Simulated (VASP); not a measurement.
# In3Se (Pm-3m) in VASP: notebook

In3Se is run at these levels: PBEsol; tasks: single point.

Program: VASP 6.6.1. These are calculated values, not measurements. Logs are shortened: lines on timing, memory, paths and dates and some standing lists are left out, and cuts for length are marked.

### Step 1. The cell of the first run

It takes space group Pm-3m (No. 221, cubic). Conventional cell: a = 4.435 Å, b = 4.435 Å, c = 4.435 Å, α = 90.00°, β = 90.00°, γ = 90.00°. In (site symmetry 4/mmm) has 8 In at 3.14 Å and 4 Se at 3.14 Å within 4.1 Å. Within 4.1 Å of Se (site symmetry m-3m) lie 12 In at 3.14 Å.

### Step 2. Single point, PBEsol

INCAR reads:

```
ALGO = Normal ; EDIFF = 1E-6
ENCUT = 520 ; GGA = PS
ISIF = 2 ; ISMEAR = -1
LASPH = True ; LCHARG = False
LREAL = False ; LWAVE = False
NBANDS = 30 ; NELM = 60
PREC = Accurate ; SIGMA = 0.05
```

KPOINTS reads:

```
k-points
0
Gamma
  6 6 6
```

POSCAR reads:

```
In3Se
1.0
    4.4352426284      0.0000000000      0.0000000000
    0.0000000000      4.4352426284      0.0000000000
    0.0000000000      0.0000000000      4.4352426284
In Se
3 1
Direct
    0.5000000000      0.5000000000      0.0000000000
    0.5000000000      0.0000000000      0.5000000000
    0.0000000000      0.5000000000      0.5000000000
    0.0000000000      0.0000000000      0.0000000000
```

Potentials or basis: VASP PAW PBE potentials, release 64 (In_d, Se).

On the command line:

```console
> cat potpaw_PBE.64/In_d/POTCAR potpaw_PBE.64/Se/POTCAR > POTCAR
> mpirun -np 1 vasp_std > vasp.out
```

OUTCAR:

```text
EDIFF = 1E-6
   ENCUT = 520
   GGA = PS
   ISIF = 2
   ISMEAR = -1
   LASPH = True
   LREAL = False
   NELM = 60
   PREC = Accurate

 ion  position               nearest neighbor table
   1  0.500  0.500  0.000-   2 3.14   3 3.14   4 3.14   2 3.14   3 3.14   2 3.14   4 3.14   2 3.14
                             3 3.14   4 3.14   3 3.14   4 3.14
   2  0.500  0.000  0.500-   1 3.14   3 3.14   4 3.14   1 3.14   4 3.14   1 3.14   3 3.14   1 3.14
                             3 3.14   4 3.14   4 3.14   3 3.14
   3  0.000  0.500  0.500-   1 3.14   2 3.14   4 3.14   1 3.14   4 3.14   2 3.14   4 3.14   4 3.14
                             1 3.14   2 3.14   1 3.14   2 3.14
   4  0.000  0.000  0.000-   1 3.14   2 3.14   3 3.14   2 3.14   3 3.14   1 3.14   3 3.14   3 3.14
                             1 3.14   2 3.14   2 3.14   1 3.14

  LATTYP: Found a simple cubic cell.
 ALAT       =     4.4352426284

  Lattice vectors:

 A1 = (   4.4352426284,   0.0000000000,   0.0000000000)
 A2 = (   0.0000000000,   4.4352426284,   0.0000000000)
 A3 = (   0.0000000000,   0.0000000000,   4.4352426284)

Analysis of symmetry for initial positions (statically):
=====================================================================
 Subroutine PRICEL returns:
 Original cell was already a primitive cell.

 Routine SETGRP: Setting up the symmetry group for a
 simple cubic supercell.

 Subroutine GETGRP returns: Found 48 space group operations
 (whereof 48 operations were pure point group operations)
 out of a pool of 48 trial point group operations.

The static configuration has the point symmetry O_h .

Analysis of symmetry for dynamics (positions and initial velocities):
=====================================================================
 Subroutine PRICEL returns:
 Original cell was already a primitive cell.

 Routine SETGRP: Setting up the symmetry group for a
 simple cubic supercell.

 Subroutine GETGRP returns: Found 48 space group operations
 (whereof 48 operations were pure point group operations)
 out of a pool of 48 trial point group operations.

The dynamic configuration has the point symmetry O_h .

 Subroutine INISYM returns: Found 48 space group operations
 (whereof 48 operations are pure point group operations),
 and found     1 'primitive' translations

----------------------------------------------------------------------------------------

                                     Primitive cell

  volume of cell :      87.2473

  direct lattice vectors                    reciprocal lattice vectors
     4.435242628  0.000000000  0.000000000     0.225466808  0.000000000  0.000000000
     0.000000000  4.435242628  0.000000000     0.000000000  0.225466808  0.000000000
     0.000000000  0.000000000  4.435242628     0.000000000  0.000000000  0.225466808

  length of vectors
     4.435242628  4.435242628  4.435242628     0.225466808  0.225466808  0.225466808

  position of ions in fractional coordinates (direct lattice)
     0.500000000  0.500000000  0.000000000
     0.500000000  0.000000000  0.500000000
     0.000000000  0.500000000  0.500000000
     0.000000000  0.000000000  0.000000000

  ion indices of the primitive-cell ions
   primitive index   ion index
                 1           1
                 2           2
                 3           3
                 4           4

----------------------------------------------------------------------------------------

 KPOINTS: k-points

Automatic generation of k-mesh.
 Grid dimensions read from file:
 generate k-points for:    6    6    6

 Generating k-lattice:

  Cartesian coordinates                     Fractional coordinates (reciprocal lattice)
     0.037577801  0.000000000  0.000000000     0.166666667  0.000000000  0.000000000
     0.000000000  0.037577801  0.000000000     0.000000000  0.166666667  0.000000000
     0.000000000  0.000000000  0.037577801     0.000000000  0.000000000  0.166666667

  Length of vectors
     0.037577801  0.037577801  0.037577801

  Shift w.r.t. Gamma in fractional coordinates (k-lattice)
     0.000000000  0.000000000  0.000000000

 Subroutine IBZKPT returns following result:
 ===========================================

 Found     20 irreducible k-points:

 Following reciprocal coordinates:
            Coordinates               Weight
  0.000000  0.000000  0.000000      1.000000
  0.166667  0.000000  0.000000      6.000000
  0.333333  0.000000  0.000000      6.000000
  0.500000  0.000000  0.000000      3.000000
  0.166667  0.166667  0.000000     12.000000
  0.333333  0.166667  0.000000     24.000000
[... 12 lines left out ...]
  0.500000  0.500000  0.333333      6.000000
  0.500000  0.500000  0.500000      1.000000
   k-points           NKPTS =     20   k-points in BZ     NKDIM =     20   number of bands    NBANDS=     30
   number of dos      NEDOS =    301   number of ions     NIONS =      4
   total plane-waves  NPLWV =  46656
   dimension x,y,z NGX =    36 NGY =   36 NGZ =   36
   dimension x,y,z NGXF=    72 NGYF=   72 NGZF=   72
   ions per type =               3   1
   NGX,Y,Z   is equivalent  to a cutoff of  13.49, 13.49, 13.49 a.u.
   NGXF,Y,Z  is equivalent  to a cutoff of  26.99, 26.99, 26.99 a.u.
 SYSTEM =  unknown system
   PREC   = accura    normal or accurate (medium, high low for compatibility)
   ISTART =      0    job   : 0-new  1-cont  2-samecut
   ICHARG =      2    charge: 1-file 2-atom 10-const
   ISPIN  =      1    spin polarized calculation?
   LNONCOLLINEAR =      F non collinear calculations
   LSORBIT =      F    spin-orbit coupling
   LASPH  =      T    aspherical Exc in radial PAW
   ENCUT  =  520.0 eV  38.22 Ry    6.18 a.u.   8.25  8.25  8.25*2*pi/ulx,y,z
   NELM   =     60;   NELMIN=  2; NELMDL= -5     # of ELM steps
   EDIFF  = 0.1E-05   stopping-criterion for ELM
   LREAL  =      F    real-space projection
   EDIFFG = 0.1E-04   stopping-criterion for IOM
   NSW    =      0    number of steps for IOM
   IBRION =     -1    ionic relax: 0-MD 1-quasi-New 2-CG
   NFREE  =      0    steps in history (QN), initial steepest desc. (CG)
   ISIF   =      2    stress and relaxation
   ISYM   =      2    0-nonsym 1-usesym 2-fastsym
   POTIM  = 0.5000    time-step for ionic-motion
   TEBEG  =    0.0;   TEEND  =   0.0 temperature during run
   PSTRESS=    0.0 pullay stress
   NELECT =      45.0000    total number of electrons
   NUPDOWN=      -1.0000    fix difference up-down
   EMIN   =  10.00;   EMAX   =-10.00  energy-range for DOS
   EFERMI =   0.00;   METHOD = LEGACY
   ISMEAR =    -1;   SIGMA  =   0.05  broadening in eV -4-tet -1-fermi 0-gaus
   EFERMI_NEDOS =   21; number of points for ismear=-14 and -15
   IALGO  =     38    algorithm
   IMIX   =      4    mixing-type and parameters
     AMIX     =   0.40;   BMIX     =  1.00
     AMIX_MAG =   1.60;   BMIX_MAG =  1.00
  volume/ion in A,a.u.               =      21.81       147.19
  Fermi-wavevector in a.u.,A,eV,Ry     =   1.312890  2.481002 23.452086  1.723680
  Thomas-Fermi vector in A             =   2.443251
   LORBIT       =      0    0 simple, 1 ext, 2 COOP (PROOUT), +10 PAW based schemes
   GGA     = PS    functional components
   LHFCALC =     F    Hartree Fock is set to
   AEXX    =    0.0000 exact exchange contribution
   IVDW    =     0    specifies the selected vdW correction
   LEPSILON=     F    determine dielectric tensor
   LRPA    =     F    only Hartree local field effects (RPA)
 non-spin polarized calculation
  energy-cutoff  :      520.00
  volume of cell :       87.25
 maximum number of plane-waves:      2373
 NGX is ok and might be reduce to    36
   NGX = 17   NGY = 17   NGZ = 17

 number of electron      44.9999997 magnetization

 Free energy of the ion-electron system (eV)
  ---------------------------------------------------
  ext. energy  EPLUGINS =         0.00000000
  ---------------------------------------------------
  free energy    TOTEN  =       -12.84785344 eV

  energy without entropy =      -12.83481640  energy(sigma->0) =      -12.84133492

 E-fermi :   8.5901     XC(G=0): -11.0431

 val. band max:        8.5451833490   @ k =   0.3333   0.1667   0.1667
 cond. band min:       8.6561281470   @ k =   0.3333   0.0000   0.0000
 fundamental gap:      0.1109447979
 Fermi energy:         8.5901263949

 k-point     1 :       0.0000    0.0000    0.0000
  band No.  band energies     occupation
      1      -6.6139      2.00000
      2      -6.4788      2.00000
      3      -6.4788      2.00000
      4      -6.4788      2.00000
      5      -6.2756      2.00000
      6      -6.2756      2.00000
[... 22 lines left out ...]
     29      14.5542      0.00000
     30      15.8665      0.00000

 k-point     2 :       0.1667    0.0000    0.0000
  band No.  band energies     occupation
      1      -6.5572      2.00000
      2      -6.4693      2.00000
      3      -6.4349      2.00000
      4      -6.4349      2.00000
      5      -6.2685      2.00000
      6      -6.2424      2.00000
[... 22 lines left out ...]
     29      15.3020      0.00000
     30      15.9684      0.00000

 k-point     3 :       0.3333    0.0000    0.0000
  band No.  band energies     occupation
      1      -6.4489      2.00000
      2      -6.4132      2.00000
      3      -6.3134      2.00000
      4      -6.3134      2.00000
      5      -6.2516      2.00000
      6      -6.1595      2.00000
[... 22 lines left out ...]
     29      16.1819      0.00000
     30      16.2025      0.00000

 k-point     4 :       0.5000    0.0000    0.0000
  band No.  band energies     occupation
      1      -6.4379      2.00000
      2      -6.3031      2.00000
      3      -6.2113      2.00000
      4      -6.1856      2.00000
      5      -6.1856      2.00000
      6      -6.1281      2.00000
[... 484 lines left out ...]
     29      16.6568      0.00000
     30      16.7611      0.00000

 k-point    19 :       0.5000    0.5000    0.3333
  band No.  band energies     occupation
      1      -6.6545      2.00000
      2      -6.3085      2.00000
      3      -6.3085      2.00000
      4      -6.3084      2.00000
      5      -6.2365      2.00000
      6      -6.2365      2.00000
[... 22 lines left out ...]
     29      16.9452      0.00000
     30      17.7911      0.00000

 k-point    20 :       0.5000    0.5000    0.5000
  band No.  band energies     occupation
      1      -6.7193      2.00000
      2      -6.3311      2.00000
      3      -6.3311      2.00000
      4      -6.3311      2.00000
      5      -6.2461      2.00000
      6      -6.2461      2.00000
[... 22 lines left out ...]
     29      18.3266      0.00000
     30      18.7078      0.00000

------------------------ aborting loop because EDIFF is reached ----------------------------------------

  FORCE on cell =-STRESS in cart. coord.  units (eV):
  Direction    XX          YY          ZZ          XY          YZ          ZX
  --------------------------------------------------------------------------------------
  -------------------------------------------------------------------------------------
  Total        5.4398011      5.4398011      5.4398011      0.0000000      0.0000000      0.0000000
  in kB       99.8944719     99.8944719     99.8944719      0.0000000      0.0000000      0.0000000
  external PRESSURE =      99.8944719 kB  Pullay stress =       0.0000000 kB

 VOLUME and BASIS-vectors are now :
 -----------------------------------------------------------------------------
  energy-cutoff  :      520.00
  volume of cell :       87.25
      direct lattice vectors                 reciprocal lattice vectors
     4.435242628  0.000000000  0.000000000     0.225466808  0.000000000  0.000000000
     0.000000000  4.435242628  0.000000000     0.000000000  0.225466808  0.000000000
     0.000000000  0.000000000  4.435242628     0.000000000  0.000000000  0.225466808

 POSITION                                       TOTAL-FORCE (eV/Angst)
 -----------------------------------------------------------------------------------
      2.21762      2.21762      0.00000         0.000000      0.000000      0.000000
      2.21762      0.00000      2.21762         0.000000      0.000000      0.000000
      0.00000      2.21762      2.21762         0.000000      0.000000      0.000000
      0.00000      0.00000      0.00000         0.000000      0.000000      0.000000
 -----------------------------------------------------------------------------------
    total drift:                                0.000000      0.000000      0.000000

  FREE ENERGIE OF THE ION-ELECTRON SYSTEM (eV)
  ---------------------------------------------------
  free  energy   TOTEN  =       -12.8478534450 eV

  energy  without entropy=      -12.8348164044  energy(sigma->0) =      -12.84133492
```

It took 18 s on 1 thread of Intel Xeon 6975P-C (Granite Rapids), shared host; peak memory 0.22 GiB.

What came out:

- Free energy: -12.8479 eV
- Pressure: 10.0 GPa
- Band gap on the k mesh: zero (an odd number of electrons rules out a gap without spin polarisation)

Levels at points of the mesh, in eV from the Fermi level:
```
           k point  band 19  band 20  band 21  band 22  band 23  band 24  band 25  band 26  band 27  band 28
(0.00, 0.00, 0.00)    -4.39    -4.39    -1.90    -1.90     1.25     1.25     1.25     4.71     4.71     4.71
(0.50, 0.00, 0.00)    -3.24    -3.24    -1.26    -0.90    -0.53    -0.53     0.95     4.49     4.49     4.84
(0.50, 0.50, 0.00)    -6.71    -2.53    -1.26    -0.35    -0.35     1.63     1.63     1.93     2.10     5.79
(0.50, 0.50, 0.50)    -5.59    -4.58    -4.58    -4.58    -4.25     3.82     3.82     3.82     9.62     9.74
```

Caveat: the cell stands under pressure; the PAW data sets were made with another functional, which shifts forces and pressure a little; spin-orbit coupling is left out, which moves the levels of the heavy elements.

(Continued in part 2 of 2.)
